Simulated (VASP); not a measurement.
# LiF (Fm-3m) in VASP: notebook

LiF is run at these levels: r2SCAN, HSE06; tasks: single point.

All numbers are computed with VASP 6.6.1; they aren't measurements. Logs are shortened: lines on timing, memory, paths and dates and some standing lists are left out, and cuts for length are marked.

**1. The cell of the first run**

It takes space group Fm-3m (No. 225, cubic). The conventional cell has a = 3.990 Å, b = 3.990 Å, c = 3.990 Å, α = 90.00°, β = 90.00°, γ = 90.00°. Within 2.6 Å of Li (site symmetry m-3m) lie 6 F at 1.99 Å. F (site symmetry m-3m) has 6 Li at 1.99 Å within 2.6 Å.

**2. Single point, r2SCAN**

Input file POSCAR:

```
LiF
1.0
    0.0000000000      1.9948717404      1.9948717404
    1.9948717404      0.0000000000      1.9948717404
    1.9948717404      1.9948717404      0.0000000000
Li F
1 1
Direct
    0.0000000000      0.0000000000      0.0000000000
    0.5000000000      0.5000000000      0.5000000000
```

Input file INCAR.step1:

```
ALGO = Normal
EDIFF = 1E-4
ENCUT = 520
GGA = PE
ISMEAR = 0
LASPH = True
LCHARG = False
LREAL = False
LWAVE = True
NBANDS = 12
NELM = 100
PREC = Accurate
SIGMA = 0.01
```

Input file INCAR.step2:

```
ALGO = Normal
EDIFF = 1E-6
ENCUT = 520
ISIF = 2
ISMEAR = 0
ISTART = 1
LASPH = True
LCHARG = False
LMIXTAU = True
LREAL = False
LWAVE = False
METAGGA = R2SCAN
NBANDS = 12
NELM = 100
PREC = Accurate
SIGMA = 0.01
```

Input file KPOINTS:

```
k-points
0
Gamma
  6 6 6
```

Potentials or basis: VASP PAW PBE potentials, release 64 (Li_sv, F).

Run with:

```bash
> cat potpaw_PBE.64/Li_sv/POTCAR potpaw_PBE.64/F/POTCAR > POTCAR
> cp INCAR.step1 INCAR
> mpirun -np 1 vasp_std > vasp.out
> cp INCAR.step2 INCAR
> mpirun -np 1 vasp_std > vasp.out
```

OUTCAR:

```text
EDIFF = 1E-6
   ENCUT = 520
   ISIF = 2
   ISMEAR = 0
   ISTART = 1
   LASPH = True
   LREAL = False
   METAGGA = R2SCAN
   NELM = 100
   PREC = Accurate

 ion  position               nearest neighbor table
   1  0.000  0.000  0.000-   2 1.99   2 1.99   2 1.99   2 1.99   2 1.99   2 1.99
   2  0.500  0.500  0.500-   1 1.99   1 1.99   1 1.99   1 1.99   1 1.99   1 1.99

  LATTYP: Found a face centered cubic cell.
 ALAT       =     3.9897434808

  Lattice vectors:

 A1 = (   0.0000000000,   1.9948717404,   1.9948717404)
 A2 = (   1.9948717404,   0.0000000000,   1.9948717404)
 A3 = (   1.9948717404,   1.9948717404,   0.0000000000)

Analysis of symmetry for initial positions (statically):
=====================================================================
 Subroutine PRICEL returns:
 Original cell was already a primitive cell.

 Routine SETGRP: Setting up the symmetry group for a
 face centered cubic supercell.

 Subroutine GETGRP returns: Found 48 space group operations
 (whereof 48 operations were pure point group operations)
 out of a pool of 48 trial point group operations.

The static configuration has the point symmetry O_h .

Analysis of symmetry for dynamics (positions and initial velocities):
=====================================================================
 Subroutine PRICEL returns:
 Original cell was already a primitive cell.

 Routine SETGRP: Setting up the symmetry group for a
 face centered cubic supercell.

 Subroutine GETGRP returns: Found 48 space group operations
 (whereof 48 operations were pure point group operations)
 out of a pool of 48 trial point group operations.

The dynamic configuration has the point symmetry O_h .

 Subroutine INISYM returns: Found 48 space group operations
 (whereof 48 operations are pure point group operations),
 and found     1 'primitive' translations

----------------------------------------------------------------------------------------

                                     Primitive cell

  volume of cell :      15.8772

  direct lattice vectors                    reciprocal lattice vectors
     0.000000000  1.994871740  1.994871740    -0.250642680  0.250642680  0.250642680
     1.994871740  0.000000000  1.994871740     0.250642680 -0.250642680  0.250642680
     1.994871740  1.994871740  0.000000000     0.250642680  0.250642680 -0.250642680

  length of vectors
     2.821174670  2.821174670  2.821174670     0.434125857  0.434125857  0.434125857

  position of ions in fractional coordinates (direct lattice)
     0.000000000  0.000000000  0.000000000
     0.500000000  0.500000000  0.500000000

  ion indices of the primitive-cell ions
   primitive index   ion index
                 1           1
                 2           2

----------------------------------------------------------------------------------------

 KPOINTS: k-points

Automatic generation of k-mesh.
 Grid dimensions read from file:
 generate k-points for:    6    6    6

 Generating k-lattice:

  Cartesian coordinates                     Fractional coordinates (reciprocal lattice)
    -0.041773780  0.041773780  0.041773780     0.166666667  0.000000000  0.000000000
     0.041773780 -0.041773780  0.041773780     0.000000000  0.166666667  0.000000000
     0.041773780  0.041773780 -0.041773780     0.000000000  0.000000000  0.166666667

  Length of vectors
     0.072354309  0.072354309  0.072354309

  Shift w.r.t. Gamma in fractional coordinates (k-lattice)
     0.000000000  0.000000000  0.000000000

 Subroutine IBZKPT returns following result:
 ===========================================

 Found     16 irreducible k-points:

 Following reciprocal coordinates:
            Coordinates               Weight
  0.000000  0.000000  0.000000      1.000000
  0.166667  0.000000  0.000000      8.000000
  0.333333  0.000000  0.000000      8.000000
  0.500000  0.000000  0.000000      4.000000
  0.166667  0.166667  0.000000      6.000000
  0.333333  0.166667  0.000000     24.000000
[... 8 lines left out ...]
 -0.333333  0.333333  0.166667     24.000000
 -0.333333  0.500000  0.166667     12.000000
   k-points           NKPTS =     16   k-points in BZ     NKDIM =     16   number of bands    NBANDS=     12
   number of dos      NEDOS =    301   number of ions     NIONS =      2
   total plane-waves  NPLWV =  13824
   dimension x,y,z NGX =    24 NGY =   24 NGZ =   24
   dimension x,y,z NGXF=    48 NGYF=   48 NGZF=   48
   ions per type =               1   1
   NGX,Y,Z   is equivalent  to a cutoff of  14.14, 14.14, 14.14 a.u.
   NGXF,Y,Z  is equivalent  to a cutoff of  28.29, 28.29, 28.29 a.u.
 SYSTEM =  unknown system
   PREC   = accura    normal or accurate (medium, high low for compatibility)
   ISTART =      1    job   : 0-new  1-cont  2-samecut
   ICHARG =      0    charge: 1-file 2-atom 10-const
   ISPIN  =      1    spin polarized calculation?
   LNONCOLLINEAR =      F non collinear calculations
   LSORBIT =      F    spin-orbit coupling
   LASPH  =      T    aspherical Exc in radial PAW
   ENCUT  =  520.0 eV  38.22 Ry    6.18 a.u.   5.25  5.25  5.25*2*pi/ulx,y,z
   NELM   =    100;   NELMIN=  2; NELMDL=  0     # of ELM steps
   EDIFF  = 0.1E-05   stopping-criterion for ELM
   LREAL  =      F    real-space projection
   EDIFFG = 0.1E-04   stopping-criterion for IOM
   NSW    =      0    number of steps for IOM
   IBRION =     -1    ionic relax: 0-MD 1-quasi-New 2-CG
   NFREE  =      0    steps in history (QN), initial steepest desc. (CG)
   ISIF   =      2    stress and relaxation
   ISYM   =      2    0-nonsym 1-usesym 2-fastsym
   POTIM  = 0.5000    time-step for ionic-motion
   TEBEG  =    0.0;   TEEND  =   0.0 temperature during run
   PSTRESS=    0.0 pullay stress
   NELECT =      10.0000    total number of electrons
   NUPDOWN=      -1.0000    fix difference up-down
   EMIN   =  10.00;   EMAX   =-10.00  energy-range for DOS
   EFERMI =   0.00;   METHOD = LEGACY
   ISMEAR =     0;   SIGMA  =   0.01  broadening in eV -4-tet -1-fermi 0-gaus
   EFERMI_NEDOS =   21; number of points for ismear=-14 and -15
   IALGO  =     38    algorithm
   IMIX   =      4    mixing-type and parameters
     AMIX     =   0.40;   BMIX     =  1.00
     AMIX_MAG =   1.60;   BMIX_MAG =  1.00
  volume/ion in A,a.u.               =       7.94        53.57
  Fermi-wavevector in a.u.,A,eV,Ry     =   1.403298  2.651848 26.793202  1.969245
  Thomas-Fermi vector in A             =   2.525974
   LORBIT       =      0    0 simple, 1 ext, 2 COOP (PROOUT), +10 PAW based schemes
   METAGGA = R2SCAN    functional components
   LHFCALC =     F    Hartree Fock is set to
   AEXX    =    0.0000 exact exchange contribution
   IVDW    =     0    specifies the selected vdW correction
   LEPSILON=     F    determine dielectric tensor
   LRPA    =     F    only Hartree local field effects (RPA)
 non-spin polarized calculation
 Gauss-broadening in eV      SIGMA  =   0.01
  energy-cutoff  :      520.00
  volume of cell :       15.88
 maximum number of plane-waves:       444
 NGX is ok and might be reduce to    24
   NGX = 11   NGY = 11   NGZ = 11

 number of electron       9.9999997 magnetization

 Free energy of the ion-electron system (eV)
  ---------------------------------------------------
  ext. energy  EPLUGINS =         0.00000000
  ---------------------------------------------------
  free energy    TOTEN  =       -11.90343933 eV

  energy without entropy =      -11.90343933  energy(sigma->0) =      -11.90343933

 E-fermi :  -1.3856     XC(G=0): -10.6974

 val. band max:       -1.4644223009   @ k =   0.0000   0.0000   0.0000
 cond. band min:       9.0886384528   @ k =   0.0000   0.0000   0.0000
 fundamental gap:     10.5530607536
 Fermi energy:        -1.3855806929

 k-point     1 :       0.0000    0.0000    0.0000
  band No.  band energies     occupation
      1     -43.4752      2.00000
      2     -22.6393      2.00000
      3      -1.4644      2.00000
      4      -1.4644      2.00000
      5      -1.4644      2.00000
      6       9.0886      0.00000
      7      24.3057      0.00000
      8      24.3057      0.00000
      9      24.3058      0.00000
     10      25.0278      0.00000
     11      25.0278      0.00000
     12      25.0289      0.00000

 k-point     2 :       0.1667    0.0000    0.0000
  band No.  band energies     occupation
      1     -43.4592      2.00000
      2     -22.5369      2.00000
      3      -2.1929      2.00000
      4      -1.5303      2.00000
      5      -1.5303      2.00000
      6       9.7711      0.00000
      7      19.6471      0.00000
      8      22.2200      0.00000
      9      22.2207      0.00000
     10      26.5064      0.00000
     11      26.5065      0.00000
     12      26.7888      0.00000

 k-point     3 :       0.3333    0.0000    0.0000
  band No.  band energies     occupation
      1     -43.4269      2.00000
      2     -22.3202      2.00000
      3      -3.4644      2.00000
      4      -1.6563      2.00000
      5      -1.6563      2.00000
      6      10.5336      0.00000
      7      17.2476      0.00000
      8      20.0267      0.00000
      9      20.0274      0.00000
     10      29.1528      0.00000
     11      29.3599      0.00000
     12      29.3601      0.00000

 k-point     4 :       0.5000    0.0000    0.0000
  band No.  band energies     occupation
      1     -43.4108      2.00000
      2     -22.2061      2.00000
      3      -4.0405      2.00000
      4      -1.7167      2.00000
      5      -1.7167      2.00000
      6      10.5299      0.00000
      7      17.0338      0.00000
      8      19.2137      0.00000
      9      19.2144      0.00000
     10      31.3540      0.00000
     11      31.5566      0.00000
     12      31.5569      0.00000

 k-point     5 :       0.1667    0.1667    0.0000
  band No.  band energies     occupation
      1     -43.4542      2.00000
      2     -22.4955      2.00000
      3      -2.1601      2.00000
      4      -1.7359      2.00000
      5      -1.7359      2.00000
      6      10.1697      0.00000
      7      20.3077      0.00000
      8      21.7290      0.00000
      9      21.7294      0.00000
     10      21.8181      0.00000
     11      30.2386      0.00000
     12      30.2391      0.00000
[... 108 lines left out ...]
      1     -43.3950      2.00000
      2     -21.9267      2.00000
      3      -4.5921      2.00000
      4      -2.5152      2.00000
      5      -2.5152      2.00000
      6      14.8835      0.00000
      7      16.1211      0.00000
      8      18.0242      0.00000
      9      20.8194      0.00000
     10      20.8198      0.00000
     11      34.0594      0.00000
     12      38.7445      0.00000

 k-point    14 :       0.5000    0.3333    0.1667
  band No.  band energies     occupation
      1     -43.4078      2.00000
      2     -22.1160      2.00000
      3      -3.6345      2.00000
      4      -2.7734      2.00000
      5      -2.0123      2.00000
      6      12.7555      0.00000
      7      15.8343      0.00000
      8      19.2950      0.00000
      9      20.2224      0.00000
     10      24.9301      0.00000
     11      31.3077      0.00000
     12      35.4858      0.00000

 k-point    15 :      -0.3333    0.3333    0.1667
  band No.  band energies     occupation
      1     -43.3978      2.00000
      2     -22.0202      2.00000
      3      -3.7563      2.00000
      4      -3.2038      2.00000
      5      -2.1219      2.00000
      6      13.4461      0.00000
      7      15.3882      0.00000
      8      18.9051      0.00000
      9      19.9106      0.00000
     10      27.6383      0.00000
     11      28.6363      0.00000
     12      36.2973      0.00000

 k-point    16 :      -0.3333    0.5000    0.1667
  band No.  band energies     occupation
      1     -43.3939      2.00000
      2     -21.9487      2.00000
      3      -4.1279      2.00000
      4      -3.0961      2.00000
      5      -2.3448      2.00000
      6      14.9099      0.00000
      7      15.3253      0.00000
      8      17.8096      0.00000
      9      20.1691      0.00000
     10      24.4278      0.00000
     11      32.3275      0.00000
     12      34.6834      0.00000

------------------------ aborting loop because EDIFF is reached ----------------------------------------

  FORCE on cell =-STRESS in cart. coord.  units (eV):
  Direction    XX          YY          ZZ          XY          YZ          ZX
  --------------------------------------------------------------------------------------
  -------------------------------------------------------------------------------------
  Total       -0.0741978     -0.0741978     -0.0741978      0.0000000      0.0000000      0.0000000
  in kB       -7.4873294     -7.4873294     -7.4873294      0.0000000      0.0000000      0.0000000
  external PRESSURE =      -7.4873294 kB  Pullay stress =       0.0000000 kB

 VOLUME and BASIS-vectors are now :
 -----------------------------------------------------------------------------
  energy-cutoff  :      520.00
  volume of cell :       15.88
      direct lattice vectors                 reciprocal lattice vectors
     0.000000000  1.994871740  1.994871740    -0.250642680  0.250642680  0.250642680
     1.994871740  0.000000000  1.994871740     0.250642680 -0.250642680  0.250642680
     1.994871740  1.994871740  0.000000000     0.250642680  0.250642680 -0.250642680

 POSITION                                       TOTAL-FORCE (eV/Angst)
 -----------------------------------------------------------------------------------
      0.00000      0.00000      0.00000        -0.000000     -0.000000      0.000000
      1.99487      1.99487      1.99487         0.000000      0.000000     -0.000000
 -----------------------------------------------------------------------------------
    total drift:                               -0.000000     -0.000000      0.000000

  FREE ENERGIE OF THE ION-ELECTRON SYSTEM (eV)
  ---------------------------------------------------
  free  energy   TOTEN  =       -11.9034393328 eV

  energy  without entropy=      -11.9034393328  energy(sigma->0) =      -11.90343933
```

Run time: 9.8 s. Hardware: 1 thread of Intel Xeon Platinum 8488C (Sapphire Rapids), shared host; peak memory 0.13 GiB.

What came out:

| Property | Result |
| --- | --- |
| Free energy | -11.9034 eV |
| Band gap on the k mesh | 10.55 eV |

Caveat: the k points lie up to 0.45 Å⁻¹ apart; the cutoff is under 1.25 times the usual one of these potentials, so pressure, stress and relaxed cells hold a basis-set (Pulay) error; the PAW data sets were made with another functional, which shifts forces and pressure a little.

**3. Single point, HSE06**

POSCAR is that of step 2.

Input file INCAR.step1:

```
ALGO = Normal ; EDIFF = 1E-5
ENCUT = 520 ; GGA = PE
ISIF = 2 ; ISMEAR = 0
LASPH = T ; LCHARG = F
LREAL = F ; LWAVE = T
NBANDS = 12 ; NELM = 60
PREC = Accurate ; SIGMA = 0.01
```

Input file INCAR.step2:

```
ALGO = Normal ; EDIFF = 1E-6
ENCUT = 520 ; GGA = PE
HFSCREEN = 0.2079 ; ISIF = 2
ISMEAR = 0 ; ISTART = 1
LASPH = T ; LCHARG = F
LHFCALC = T ; LREAL = F
LWAVE = F ; NBANDS = 12
NELM = 60 ; PREC = Accurate
PRECFOCK = Normal ; SIGMA = 0.01
```

KPOINTS is that of step 2.

Potentials or basis: VASP PAW PBE potentials, release 64 (Li_sv, F).

Run with:

```bash
> cat potpaw_PBE.64/Li_sv/POTCAR potpaw_PBE.64/F/POTCAR > POTCAR
> cp INCAR.step1 INCAR
> mpirun -np 1 vasp_std > vasp.out
> cp INCAR.step2 INCAR
> mpirun -np 1 vasp_std > vasp.out
```

It took 1.8 min on 1 thread of Intel Xeon Platinum 8488C (Sapphire Rapids), shared host; peak memory 0.23 GiB.

It converged, with:

| Property | Result |
| --- | --- |
| Free energy | -11.3863 eV |
| Band gap on the k mesh | 11.67 eV |

Levels at points of the mesh, in eV from the valence-band top:
```tsv
k point	band 2	band 3	band 4	band 5	band 6	band 7	band 8	band 9
(0.00, 0.00, 0.00)	-21.66	0.00	0.00	0.00	11.67	27.00	27.00	27.00
(0.50, 0.00, 0.00)	-21.18	-2.75	-0.26	-0.26	13.27	19.76	21.63	21.63
(0.50, 0.50, 0.00)	-20.89	-3.25	-1.10	-1.10	17.69	18.91	20.35	23.30
```

Caveat: the k points lie up to 0.45 Å⁻¹ apart; the cutoff is under 1.25 times the usual one of these potentials, so pressure, stress and relaxed cells hold a basis-set (Pulay) error; the PAW data sets were made with another functional, which shifts forces and pressure a little.
